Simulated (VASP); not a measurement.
Wanted: the native input for a VASP 6.6.1 run.

* Task: single point
* Functional: LDA
* Potentials or basis: VASP PAW LDA potentials, release 64 (W_sv, S)
* Cutoff: 520 eV
* k mesh: 2 × 2 × 2
* Occupations: fermi-dirac, width 0.17 eV
* Spin: no spin polarisation
* Dipole correction: no
* Further INCAR settings: ALGO = Normal; EDIFF = 1e-07; NBANDS = 64

The structure of WS2 lies in POSCAR:

```
WS2
1.0
   -3.2599410000     -1.8821280000      6.3622860000
    3.2599410000     -1.8821280000      6.3622860000
    0.0000000000      3.7642550000      6.3622860000
W S
4 8
Direct
    0.0291468684     -0.0275412741     -0.0781504085
    0.5507206404      0.4821304420     -0.0876247911
    0.5343174507      0.0612414042      0.3349714608
    0.0343405929      0.5070792099      0.3787526006
    0.3029183891      0.2090516596      0.1477299396
    0.4349302745      0.4311572001      0.3135514162
    0.7511880029      0.7598691416      0.1816834836
    0.9499306034      0.9126293148      0.3415220737
    0.7595564848      0.2810508922      0.6562669854
    0.9540546269      0.4016826668      0.8105909725
    0.2861637931      0.6984718686      0.7061716990
    0.4508569389      0.9073989438      0.7730378064
```

The input as run:

INCAR

```
PREC = Accurate
ENCUT = 520
EDIFF = 1E-7
ISMEAR = -1
SIGMA = 0.17
LREAL = F
LASPH = T
NELM = 100
ALGO = Normal
ISIF = 2
LWAVE = F
LCHARG = F
NBANDS = 64
```

KPOINTS

```
regular mesh
0
Gamma
  2 2 2
```

Potentials or basis: VASP PAW LDA potentials, release 64 (W_sv, S).

Run with:

```console
$ cat potpaw_LDA.64/W_sv/POTCAR potpaw_LDA.64/S/POTCAR > POTCAR
$ mpirun -np 1 vasp_std > vasp.out
```

Results of the run:

```
Pressure               : -4.6 GPa
Largest force          : 7.016 eV/Å
Band gap on the k mesh : 0.05 eV (least direct gap 0.22 eV)
```

Caveat: the k points lie up to 0.58 Å⁻¹ apart; spin-orbit coupling is left out, which moves the levels of the heavy elements; forces of over 1 eV/Å act on the atoms, so gaps and moduli don't describe the material at rest.

Run time: 4.5 min on 1 thread of Intel(R) Xeon(R) Platinum 8488C (Sapphire Rapids) (shared host), peak memory 0.36 GiB.
